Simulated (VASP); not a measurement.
Set up this calculation in VASP 6.6.1, as the native input.

```
Task                   : single point
Functional             : PBEsol
Potentials or basis    : VASP PAW PBE potentials, release 64 (K_sv, Mg, F)
Cutoff                 : 520 eV
k mesh                 : 6 × 6 × 6
Occupations            : gaussian, width 0.05 eV
Spin                   : no spin polarisation
Dipole correction      : no
Further INCAR settings : ALGO = Normal; EDIFF = 1e-06; NBANDS = 24
```

The structure of KMgF3 lies in POSCAR:

```
KMgF3
1.0
    4.0456885000      0.0000000000      0.0000000000
    0.0000000000      4.0456885000      0.0000000000
    0.0000000000      0.0000000000      3.9859000000
K Mg F
1 1 3
Direct
    0.5000000000      0.5000000000      0.5000000000
    0.0000000000      0.0000000000      0.0000000000
    0.5000000000      0.0000000000      0.0000000000
    0.0000000000      0.5000000000      0.0000000000
    0.0000000000      0.0000000000      0.5000000000
```

This cell differs from its parent crystal: strain +0.015 along x and y, +0.000 along z.

These files were run (other wordings do the same):

INCAR

```
PREC = Accurate ; ENCUT = 520
EDIFF = 1E-6 ; ISMEAR = 0
SIGMA = 0.05 ; LREAL = False
LASPH = True ; NELM = 60
ALGO = Normal ; ISIF = 2
LWAVE = False ; LCHARG = False
GGA = PS ; NBANDS = 24
```

KPOINTS

```
regular mesh
0
Gamma
  6 6 6
```

Potentials or basis: VASP PAW PBE potentials, release 64 (K_sv, Mg, F).

Command:

```bash
$ cat potpaw_PBE.64/K_sv/POTCAR potpaw_PBE.64/Mg/POTCAR potpaw_PBE.64/F/POTCAR > POTCAR
$ mpirun -np 1 vasp_std > vasp.out
```

It gave:

```yaml
Pressure: -2.1 GPa
Band_gap_on_the_k_mesh: 6.90 eV (least direct gap 7.23 eV)
```

Caveat: the cell differs from its parent crystal (strain +0.015 along x and y, +0.000 along z); the PAW data sets were made with another functional, which shifts forces and pressure a little.

Run time: 46 s on 1 thread of Intel(R) Xeon(R) Platinum 8488C (Sapphire Rapids) (shared host), peak memory 0.2 GiB.
